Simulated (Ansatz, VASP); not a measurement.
# One calculation of W, two programs

INCAR

```
SYSTEM = W
ALGO = Normal
EDIFF = 1E-6
ENCUT = 500
GGA = PS
GGA_COMPAT = .False.
ISIF = 2
ISMEAR = 0
LASPH = .True.
LCHARG = .False.
LREAL = .False.
LWAVE = .False.
NBANDS = 13
NELM = 120
PREC = Accurate
SIGMA = 0.15
```

KPOINTS

```
k-points
0
Gamma
  20 20 20
  0 0 0
```

File POSCAR:

```
W
1.0
    0.0000000000      1.9991269217      2.0990832678
    1.9991269217      0.0000000000      2.0990832678
    1.9991269217      1.9991269217      0.0000000000
W
1
Direct
    0.0000000000      0.0000000000      0.0000000000
```

Input for Ansatz:

```yaml
crystal:
  lattice:
    - [0.0, 1.9991269217, 2.0990832678]
    - [1.9991269217, 0.0, 2.0990832678]
    - [1.9991269217, 1.9991269217, 0.0]
  atoms:
    - { symbol: W, position: [0.0, 0.0, 0.0] }
basis:
  ecutwfc: 420
kpoints:
  mp_grid: { grid: [20, 20, 20] }
hamiltonian:
  xc: pbesol
  pseudopotentials: { kind: paw, azcp: { folder: soft_1 } }
scf:
  occupations: { method: gaussian, width: 0.15 }
output:
  forces: true
  stress: true
  eigenvalues: true
  write_density: true
  write_potential: true
  elf: true
  volumetric_format: npy
```

Change from the starting cell: engineering shear strain xz +0.0000, normal strain along z +0.0500.

Alike in both runs: task single point; functional PBEsol; k mesh 20 × 20 × 20; occupations gaussian, width 0.15 eV; no spin polarisation.

```csv
,VASP,Ansatz
version,VASP 6.6.1,Ansatz 0.2.0
potentials or method,"VASP PAW PBE potentials, release 64 (W_sv), cutoff 500 eV","scalar-relativistic, plane waves, PAW"
valence electrons in the cell,14,14
```

Ansatz gave:

```
gap on the k mesh at the Fermi level (eV)                     : none
pressure (GPa)                                                : -13.4
traceless stress, the component that is largest in VASP (GPa) : 6.88
```

Task: Which values does VASP return?

Result: gap on the k mesh at the Fermi level (eV): none; pressure (GPa): -12.9; traceless stress, the component that is largest in VASP (GPa): 6.90.

VASP's potentials were made for PBE, not for PBEsol, and Ansatz warns of the same on its side. A gap of «none» marks a metal or a gap that the smearing closes. The functional is the same, so the differences come from potentials, cutoffs and numerics.

Spin-orbit coupling is off throughout.
